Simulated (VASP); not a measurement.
# ZrBF (P4/nmm) in VASP: notebook

ZrBF is run at these levels: PBE; tasks: single point, relaxation of cell and atoms.

Everything below comes from runs of VASP 6.6.1. Logs are shortened: lines on timing, memory, paths and dates and some standing lists are left out, and cuts for length are marked.

### 1 The cell of the first run

It takes space group P4/nmm (No. 129, tetragonal). The conventional cell has a = 3.389 Å, b = 3.389 Å, c = 6.331 Å, α = 90.00°, β = 90.00°, γ = 90.00°. Zr (site symmetry 4mm) has 5 B at 2.32 to 2.49 Å and 4 F at 2.37 Å within 3.1 Å. B (site symmetry 4mm) has 5 Zr at 2.32 to 2.49 Å and 4 F at 2.89 Å and 4 B at 2.90 Å within 3.1 Å. Within 3.1 Å of F (site symmetry -4m2) lie 4 Zr at 2.37 Å and 4 F at 2.40 Å and 4 B at 2.89 Å.

The cell was generated, and may not be a known phase.

### 2 Single point, PBE

File INCAR:

```
SYSTEM = ZrBF
PREC = Accurate ; ENCUT = 520
EDIFF = 1E-6 ; ISMEAR = 0
SIGMA = 0.1 ; LREAL = .False.
LASPH = .True. ; NELM = 100
ALGO = Normal ; ISIF = 2
LWAVE = .False. ; LCHARG = .False.
GGA = PE ; NBANDS = 31
```

File KPOINTS:

```
regular mesh
0
Gamma
  12 12 6
  0 0 0
```

File POSCAR:

```
ZrBF
1.0
    3.3890771564      0.0000000000      0.0000000000
    0.0000000000      3.3890771564      0.0000000000
    0.0000000000      0.0000000000      6.3312126189
Zr B F
2 2 2
Direct
    0.0000000000      0.5000000000      0.2626362652
    0.5000000000      0.0000000000      0.7373637348
    0.0000000000      0.5000000000      0.6295041820
    0.5000000000      0.0000000000      0.3704958180
    0.0000000000      0.0000000000      0.0000000000
    0.5000000000      0.5000000000      0.0000000000
```

Potentials or basis: VASP PAW PBE potentials, release 64 (Zr_sv, B, F).

Launch:

```console
$ cat potpaw_PBE.64/Zr_sv/POTCAR potpaw_PBE.64/B/POTCAR potpaw_PBE.64/F/POTCAR > POTCAR
$ mpirun -np 1 vasp_std > vasp.out
```

OUTCAR:

```text
SYSTEM = ZrBF
   PREC = Accurate
   ENCUT = 520
   EDIFF = 1E-6
   ISMEAR = 0
   LREAL = .False.
   LASPH = .True.
   NELM = 100
   ISIF = 2
   GGA = PE

 ion  position               nearest neighbor table
   1  0.000  0.500  0.263-   3 2.32   5 2.37   6 2.37   5 2.37   6 2.37   4 2.49   4 2.49   4 2.49
                             4 2.49   2 3.84   2 3.84   2 3.84   2 3.84
   2  0.500  0.000  0.737-   4 2.32   5 2.37   6 2.37   6 2.37   5 2.37   3 2.49   3 2.49   3 2.49
                             3 2.49   1 3.84   1 3.84   1 3.84   1 3.84
   3  0.000  0.500  0.630-   1 2.32   2 2.49   2 2.49   2 2.49   2 2.49
   4  0.500  0.000  0.370-   2 2.32   1 2.49   1 2.49   1 2.49   1 2.49
   5  0.000  0.000  0.000-   1 2.37   2 2.37   1 2.37   2 2.37
   6  0.500  0.500  0.000-   1 2.37   2 2.37   2 2.37   1 2.37

  LATTYP: Found a simple tetragonal cell.
 ALAT       =     3.3890771564
 C/A-ratio  =     1.8681228921

  Lattice vectors:

 A1 = (   3.3890771564,   0.0000000000,   0.0000000000)
 A2 = (   0.0000000000,   3.3890771564,   0.0000000000)
 A3 = (   0.0000000000,   0.0000000000,   6.3312126189)

Analysis of symmetry for initial positions (statically):
=====================================================================
 Subroutine PRICEL returns:
 Original cell was already a primitive cell.

 Routine SETGRP: Setting up the symmetry group for a
 simple tetragonal supercell.

 Subroutine GETGRP returns: Found 16 space group operations
 (whereof  8 operations were pure point group operations)
 out of a pool of 16 trial point group operations.

The static configuration has the point symmetry D_2d.
 The point group associated with its full space group is D_4h.

Analysis of symmetry for dynamics (positions and initial velocities):
=====================================================================
 Subroutine PRICEL returns:
 Original cell was already a primitive cell.

 Routine SETGRP: Setting up the symmetry group for a
 simple tetragonal supercell.

 Subroutine GETGRP returns: Found 16 space group operations
 (whereof  8 operations were pure point group operations)
 out of a pool of 16 trial point group operations.

The dynamic configuration has the point symmetry D_2d.
 The point group associated with its full space group is D_4h.

 Subroutine INISYM returns: Found 16 space group operations
 (whereof  8 operations are pure point group operations),
 and found     1 'primitive' translations
[... 98 lines left out ...]
   LNONCOLLINEAR =      F non collinear calculations
   LSORBIT =      F    spin-orbit coupling
   LASPH  =      T    aspherical Exc in radial PAW
   ENCUT  =  520.0 eV  38.22 Ry    6.18 a.u.   6.30  6.30 11.77*2*pi/ulx,y,z
   NELM   =    100;   NELMIN=  2; NELMDL= -5     # of ELM steps
   EDIFF  = 0.1E-05   stopping-criterion for ELM
   LREAL  =      F    real-space projection
   EDIFFG = 0.1E-04   stopping-criterion for IOM
   NSW    =      0    number of steps for IOM
   IBRION =     -1    ionic relax: 0-MD 1-quasi-New 2-CG
   NFREE  =      0    steps in history (QN), initial steepest desc. (CG)
   ISIF   =      2    stress and relaxation
   ISYM   =      2    0-nonsym 1-usesym 2-fastsym
   POTIM  = 0.5000    time-step for ionic-motion
   TEBEG  =    0.0;   TEEND  =   0.0 temperature during run
   PSTRESS=    0.0 pullay stress
   NELECT =      44.0000    total number of electrons
   NUPDOWN=      -1.0000    fix difference up-down
   EMIN   =  10.00;   EMAX   =-10.00  energy-range for DOS
   EFERMI =   0.00;   METHOD = LEGACY
   ISMEAR =     0;   SIGMA  =   0.10  broadening in eV -4-tet -1-fermi 0-gaus
   EFERMI_NEDOS =   21; number of points for ismear=-14 and -15
   IALGO  =     38    algorithm
   IMIX   =      4    mixing-type and parameters
     AMIX     =   0.40;   BMIX     =  1.00
     AMIX_MAG =   1.60;   BMIX_MAG =  1.00
  volume/ion in A,a.u.               =      12.12        81.79
  Fermi-wavevector in a.u.,A,eV,Ry     =   1.384658  2.616624 26.086140  1.917277
  Thomas-Fermi vector in A             =   2.509141
   LORBIT       =      0    0 simple, 1 ext, 2 COOP (PROOUT), +10 PAW based schemes
   GGA     = PE    functional components
   LHFCALC =     F    Hartree Fock is set to
   AEXX    =    0.0000 exact exchange contribution
   IVDW    =     0    specifies the selected vdW correction
   LEPSILON=     F    determine dielectric tensor
   LRPA    =     F    only Hartree local field effects (RPA)
 non-spin polarized calculation
 Gauss-broadening in eV      SIGMA  =   0.10
  energy-cutoff  :      520.00
  volume of cell :       72.72
 maximum number of plane-waves:      1992
 NGX is ok and might be reduce to    28
   NGX = 13   NGY = 13   NGZ = 23

 number of electron      43.9999973 magnetization

 Free energy of the ion-electron system (eV)
  ---------------------------------------------------
  ext. energy  EPLUGINS =         0.00000000
  ---------------------------------------------------
  free energy    TOTEN  =       -40.92048307 eV

  energy without entropy =      -40.91261652  energy(sigma->0) =      -40.91654980

 E-fermi :   7.8049     XC(G=0): -11.5291

 val. band max:        7.7976137036   @ k =   0.1667   0.0833   0.5000
 cond. band min:       7.8287747669   @ k =   0.4167   0.0833   0.0000
 fundamental gap:      0.0311610633
 Fermi energy:         7.8048993416

 k-point     1 :       0.0000    0.0000    0.0000
  band No.  band energies     occupation
      1     -41.0856      2.00000
      2     -41.0679      2.00000
      3     -19.8684      2.00000
      4     -19.1014      2.00000
      5     -18.9914      2.00000
      6     -18.9914      2.00000
[... 805 lines left out ...]
     30      13.2168      0.00000
     31      13.9446      0.00000

 [... further k-points ...]
[... 5 lines left out ...]
  --------------------------------------------------------------------------------------
  -------------------------------------------------------------------------------------
  Total        0.0083037      0.0083037      0.0520861      0.0000000      0.0000000     -0.0000000
  in kB        0.1829509      0.1829509      1.1475783      0.0000000      0.0000000     -0.0000000
  external PRESSURE =       0.5044934 kB  Pullay stress =       0.0000000 kB

 VOLUME and BASIS-vectors are now :
 -----------------------------------------------------------------------------
  energy-cutoff  :      520.00
  volume of cell :       72.72
      direct lattice vectors                 reciprocal lattice vectors
     3.389077156  0.000000000  0.000000000     0.295065575  0.000000000  0.000000000
     0.000000000  3.389077156  0.000000000     0.000000000  0.295065575  0.000000000
     0.000000000  0.000000000  6.331212619     0.000000000  0.000000000  0.157947626

 POSITION                                       TOTAL-FORCE (eV/Angst)
 -----------------------------------------------------------------------------------
      0.00000      1.69454      1.66281         0.000000      0.000000      0.015246
      1.69454      0.00000      4.66841        -0.000000      0.000000     -0.015246
      0.00000      1.69454      3.98552         0.000000     -0.000000      0.001752
      1.69454      0.00000      2.34569        -0.000000      0.000000     -0.001752
      0.00000      0.00000      0.00000         0.000000     -0.000000      0.000000
      1.69454      1.69454      0.00000         0.000000      0.000000      0.000000
 -----------------------------------------------------------------------------------
    total drift:                                0.000000      0.000000      0.000000

  FREE ENERGIE OF THE ION-ELECTRON SYSTEM (eV)
  ---------------------------------------------------
  free  energy   TOTEN  =       -40.9204830730 eV

  energy  without entropy=      -40.9126165211  energy(sigma->0) =      -40.91654980
```

Wall time 2.4 min (1 thread of AMD EPYC 9R45 (Zen 5), shared host); peak memory 0.31 GiB.

What came out:

```yaml
Free_energy: -40.9205 eV
Pressure: 0.1 GPa
Largest_force: 0.015 eV/Å
Band_gap_on_the_k_mesh: zero (bands 22 and 23 overlap by 1.21 eV)
```

Forces in eV/Å, atoms in the order of the input:
```
Zr   0.000  0.000  0.015
Zr   0.000  0.000 -0.015
B    0.000  0.000  0.002
B    0.000  0.000 -0.002
F    0.000  0.000  0.000
F    0.000  0.000  0.000
```

### 3 Relaxation of cell and atoms, PBE

File INCAR:

```
PREC     = Accurate       # precision mode
ENCUT    = 600            # plane-wave cutoff, eV
EDIFF    = 1E-7           # SCF threshold, eV
ISMEAR   = 0              # smearing method
SIGMA    = 0.1            # smearing width, eV
LREAL    = F              # projectors in reciprocal space
LASPH    = T              # aspherical terms in the spheres
NELM     = 100            # most SCF steps
ALGO     = Normal         # electronic algorithm
ISIF     = 3              # what is computed and relaxed
LWAVE    = F              # write WAVECAR
LCHARG   = F              # write CHGCAR
GGA      = PE             # functional
IBRION   = 2              # ionic algorithm
NSW      = 100            # ionic steps
EDIFFG   = -0.01          # ionic threshold
```

File KPOINTS:

```
Automatic mesh
0
Gamma
  12 12 6
```

File POSCAR:

```
ZrBF
1.0
    3.3992352450      0.0000000000      0.0000000000
    0.0000000000      3.3992352450      0.0000000000
    0.0000000000      0.0000000000      6.2988196713
Zr B F
2 2 2
Direct
    0.0000000000      0.5000000000      0.2646208239
    0.5000000000      0.0000000000      0.7353791761
    0.0000000000      0.5000000000      0.6326318233
    0.5000000000      0.0000000000      0.3673681767
    0.0000000000      0.0000000000      0.0000000000
    0.5000000000      0.5000000000      0.0000000000
```

Potentials or basis: VASP PAW PBE potentials, release 64 (Zr_sv, B, F).

Launch:

```console
$ cat potpaw_PBE.64/Zr_sv/POTCAR potpaw_PBE.64/B/POTCAR potpaw_PBE.64/F/POTCAR > POTCAR
$ mpirun -np 1 vasp_std > vasp.out
```

Run time: 11 min. Hardware: 1 thread of AMD EPYC 9R45 (Zen 5), shared host; peak memory 0.34 GiB.

It converged, with:

| Property | Result |
| --- | --- |
| Free energy | -40.9261 eV |
| Relaxed volume | 12.11 Å³/atom |
| Relaxed cell | a = 3.388 Å, b = 3.388 Å, c = 6.332 Å, α = 90.00°, β = 90.00°, γ = 90.00° |
| Space group after relaxing (to 0.1 Å) | P4/nmm (No. 129) |
| Energy gained by relaxing | 0.9 meV/atom |
| Ionic steps | 7 |
| Pressure after relaxing | 0.0 GPa |
| Largest force after relaxing | 0.006 eV/Å |
| Band gap on the k mesh | zero (bands 22 and 23 overlap by 1.21 eV) |

Forces in eV/Å, atoms in the order of the input:
```
Zr   0.000  0.000 -0.006
Zr   0.000  0.000  0.006
B    0.000  0.000 -0.001
B    0.000  0.000  0.001
F    0.000  0.000  0.000
F    0.000  0.000  0.000
```

The path:
```tsv
step	energy change (eV)	largest force (eV/Å)	pressure (GPa)	volume (Å³)
1	0.0000	0.1856	-0.12	72.78
2	-0.0038	0.1006	0.05	72.68
3	-0.0041	0.1049	0.12	72.65
4	-0.0052	0.0578	-0.04	72.73
5	-0.0055	0.0202	-0.17	72.79
6	-0.0056	0.0071	0.14	72.64
7	-0.0056	0.0062	0.05	72.69
```

Final structure:
```yaml
crystal:
  lattice:
    - [3.38811, 0.00000, 0.00000]
    - [0.00000, 3.38811, 0.00000]
    - [0.00000, 0.00000, 6.33189]
  atoms:
    - { symbol: Zr, position: [0.00000, 0.50000, 0.26277] }
    - { symbol: Zr, position: [0.50000, 0.00000, 0.73723] }
    - { symbol: B, position: [0.00000, 0.50000, 0.62958] }
    - { symbol: B, position: [0.50000, 0.00000, 0.37042] }
    - { symbol: F, position: [0.00000, 0.00000, 0.00000] }
    - { symbol: F, position: [0.50000, 0.50000, 0.00000] }
```

Levels at points of the mesh, in eV from the Fermi level:
| k point | band 20 | band 21 | band 22 | band 23 | band 24 | band 25 |
| --- | --- | --- | --- | --- | --- | --- |
| (0.00, 0.00, 0.00) | -0.67 | -0.32 | -0.32 | 1.28 | 2.30 | 2.79 |
| (0.50, 0.00, 0.00) | -1.94 | -1.09 | -1.09 | -0.17 | -0.17 | 3.03 |
| (0.50, 0.50, 0.00) | -3.27 | -0.67 | -0.67 | 1.09 | 1.09 | 4.12 |
| (0.00, 0.00, 0.50) | -0.31 | -0.31 | 0.04 | 0.44 | 1.27 | 2.91 |
| (0.50, 0.00, 0.50) | -2.40 | -0.93 | -0.93 | 0.20 | 0.20 | 3.20 |
| (0.50, 0.50, 0.50) | -3.23 | -0.20 | -0.20 | 1.10 | 1.10 | 3.63 |

### 4 Single point, PBE

This run uses another cell than the first one, of 14.09 Å³/atom.

File INCAR:

```
PREC = Accurate
ENCUT = 520
EDIFF = 1E-6
ISMEAR = 0
SIGMA = 0.1
LREAL = False
LASPH = True
NELM = 100
ALGO = Normal
ISIF = 2
LWAVE = False
LCHARG = True
GGA = PE
LELF = True
LVHAR = True
NBANDS = 31
```

File KPOINTS:

```
regular mesh
0
Gamma
  6 6 4
```

File POSCAR:

```
ZrBF
1.0
    3.6428014500      0.0000000000      0.0000000000
    0.0000000000      3.6428014500      0.0000000000
    0.0000000000      0.0000000000      6.3699875300
Zr B F
2 2 2
Direct
    0.0000000000      0.5000000000      0.1680000000
    0.5000000000      0.0000000000      0.8320000000
    0.0000000000      0.5000000000      0.6880000200
    0.5000000000      0.0000000000      0.3119999800
    0.0000000000      0.0000000000      0.0000000000
    0.5000000000      0.5000000000      0.0000000000
```

Launch:

```console
$ cat potpaw_PBE.64/Zr_sv/POTCAR potpaw_PBE.64/B/POTCAR potpaw_PBE.64/F/POTCAR > POTCAR
$ mpirun -np 1 vasp_std > vasp.out
```

It took 38 s on 1 thread of AMD EPYC 9R45 (Zen 5), shared host; peak memory 0.19 GiB.

It converged, with:

```yaml
Free_energy: -34.7936 eV
Pressure: 10.7 GPa
Largest_force: 6.875 eV/Å
Band_gap_on_the_k_mesh: zero (bands 22 and 23 overlap by 1.22 eV)
```

Forces in eV/Å, atoms in the order of the input:
```
Zr   0.000  0.000  6.875
Zr   0.000  0.000 -6.875
B    0.000  0.000 -0.421
B    0.000  0.000  0.421
F    0.000  0.000  0.000
F    0.000  0.000  0.000
```

Stress tensor (GPa, compression positive):
```
 7.61  0.00  0.00
 0.00  7.61  0.00
 0.00  0.00 16.82
```

Levels at points of the mesh, in eV from the Fermi level:
```csv
k point,band 19,band 20,band 21,band 22,band 23,band 24,band 25,band 26
"(0.00, 0.00, 0.00)",-1.17,0.45,0.70,0.70,0.74,1.14,1.59,1.59
"(0.50, 0.00, 0.00)",-1.18,-1.18,-0.48,-0.48,0.72,0.72,1.28,1.28
"(0.50, 0.50, 0.00)",-1.98,-1.98,-0.88,-0.88,0.52,0.52,1.64,1.64
"(0.00, 0.00, 0.50)",-1.57,0.46,0.77,0.77,0.97,1.30,1.54,1.54
"(0.50, 0.00, 0.50)",-1.70,-1.70,-0.45,-0.45,-0.04,-0.04,2.35,2.35
"(0.50, 0.50, 0.50)",-2.00,-2.00,-0.84,-0.84,-0.45,-0.45,3.03,3.03
```

Caveat: the stress differs along the axes, from 8 to 17 GPa; forces of over 1 eV/Å act on the atoms, so gaps and moduli don't describe the material at rest.

### 5 The runs side by side

```csv
task,cell,k mesh,cutoff (eV),gap on the mesh (eV),pressure (GPa),largest force (eV/Å)
single point,"a = 3.389, b = 3.389, c = 6.331 Å, 6 atoms, atomic positions A",12 × 12 × 6,520,none,0.1,0.02
relaxation of cell and atoms,"relaxed from a = 3.399, b = 3.399, c = 6.299 Å, 6 atoms, atomic positions B",12 × 12 × 6,600,none,0.0,0.01
single point,"a = 3.643, b = 3.643, c = 6.370 Å, 6 atoms, atomic positions C",6 × 6 × 4,520,none,10.7,6.87
```

Alike in all rows: level PBE; potentials or basis VASP PAW PBE potentials, release 64 (Zr_sv, B, F); no spin polarisation; smearing gaussian 0.1 eV.

Caveats: the stress differs along the axes, from 8 to 17 GPa (at least some runs); forces of over 1 eV/Å act on the atoms, so gaps and moduli don't describe the material at rest (at least some runs).

Absolute energies hang on the potentials; compare differences alone.

The gap in the log of VASP goes by the Fermi energy; the results here count the filled bands.